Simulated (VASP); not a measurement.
Set up this calculation in VASP 6.6.1, as the native input.

* Task: single point
* Functional: PBEsol
* Potentials or basis: VASP PAW PBE potentials, release 64 (Bi_d)
* Cutoff: 520 eV
* k mesh: 9 × 9 × 9
* Occupations: fermi-dirac, width 0.05 eV
* Spin: no spin polarisation
* Dipole correction: no
* Further INCAR settings: ALGO = Normal; EDIFF = 1e-06; NBANDS = 14

The structure of Bi lies in POSCAR:

```
Bi
1.0
   -1.8259903455      1.8259903455      1.8259903455
    1.8259903455     -1.8259903455      1.8259903455
    1.8259903455      1.8259903455     -1.8259903455
Bi
1
Direct
    0.0000000000      0.0000000000      0.0000000000
```

These files were run (other wordings do the same):

INCAR

```
SYSTEM = Bi
PREC     = Accurate       ! precision mode
ENCUT    = 520            ! plane-wave cutoff, eV
EDIFF    = 1E-6           ! SCF threshold, eV
ISMEAR   = -1             ! smearing method
SIGMA    = 0.05           ! smearing width, eV
LREAL    = .FALSE.        ! projectors in reciprocal space
LASPH    = .TRUE.         ! aspherical terms in the spheres
NELM     = 100            ! most SCF steps
ALGO     = Normal         ! electronic algorithm
ISIF     = 2              ! what is computed and relaxed
LWAVE    = .FALSE.        ! write WAVECAR
LCHARG   = .TRUE.         ! write CHGCAR
GGA      = PS             ! functional
LELF     = .TRUE.         ! ELF
LVHAR    = .TRUE.       
NBANDS   = 14             ! bands
```

KPOINTS

```
Automatic mesh
0
G
  9 9 9
  0 0 0
```

Potentials or basis: VASP PAW PBE potentials, release 64 (Bi_d).

Command:

```bash
$ cat potpaw_PBE.64/Bi_d/POTCAR > POTCAR
$ mpirun -np 1 vasp_std > vasp.out
```

Results of the run:

* Pressure: 19.9 GPa

Caveat: the PAW data sets were made with another functional, which shifts forces and pressure a little.

Run time: 9.4 s on 1 thread of AMD EPYC 7R13 Processor (Zen 3), on a shared host, peak memory 0.11 GiB.
